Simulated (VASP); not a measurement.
Input of a VASP 6.6.1 run:

Contents of INCAR:

```
PREC     = Accurate       # precision mode
ENCUT    = 520            # plane-wave cutoff, eV
EDIFF    = 1E-6           # SCF threshold, eV
ISMEAR   = -1             # smearing method
SIGMA    = 0.05           # smearing width, eV
LREAL    = F              # projectors in reciprocal space
LASPH    = T              # aspherical terms in the spheres
NELM     = 80             # most SCF steps
ALGO     = Normal         # electronic algorithm
ISIF     = 2              # what is computed and relaxed
LWAVE    = F              # write WAVECAR
LCHARG   = T              # write CHGCAR
GGA      = PE             # functional
LELF     = T              # ELF
LVHAR    = T            
NBANDS   = 24             # bands
```

Contents of KPOINTS:

```
regular mesh
0
Gamma
  10 10 10
```

POSCAR

```
TaWC2
1.0
    1.5718551461      0.9075109917      5.1016196719
   -1.5718551461      0.9075109917      5.1016196719
    0.0000000000     -1.8150219835      5.1016196719
W Ta C
1 1 2
Direct
    0.0000000000      0.0000000000      0.0000000000
    0.5000000000      0.5000000000      0.5000000000
    0.2509330000      0.2509330000      0.2509330000
    0.7490670000      0.7490670000      0.7490670000
```

Potentials or basis: VASP PAW PBE potentials, release 64 (W_sv, Ta_pv, C).

Command:

```console
$ cat potpaw_PBE.64/W_sv/POTCAR potpaw_PBE.64/Ta_pv/POTCAR potpaw_PBE.64/C/POTCAR > POTCAR
$ mpirun -np 1 vasp_std > vasp.out
```

**Question.** What does it give for the band gap on the k mesh?

**Answer.** Zero (an odd number of electrons rules out a gap without spin polarisation).

**Question.** Predict the largest force.

**Answer.** 0.065 eV/Å.

**Question.** Estimate the pressure.

**Answer.** -1.8 GPa.

Stress tensor (GPa, compression positive):
```
-1.86  0.00  0.00
 0.00 -1.86  0.00
 0.00  0.00 -1.73
```

Caveat: spin-orbit coupling is left out, which moves the levels of the heavy elements; an odd number of electrons without spin polarisation forces a metal; a magnetic or distorted state may lie lower.
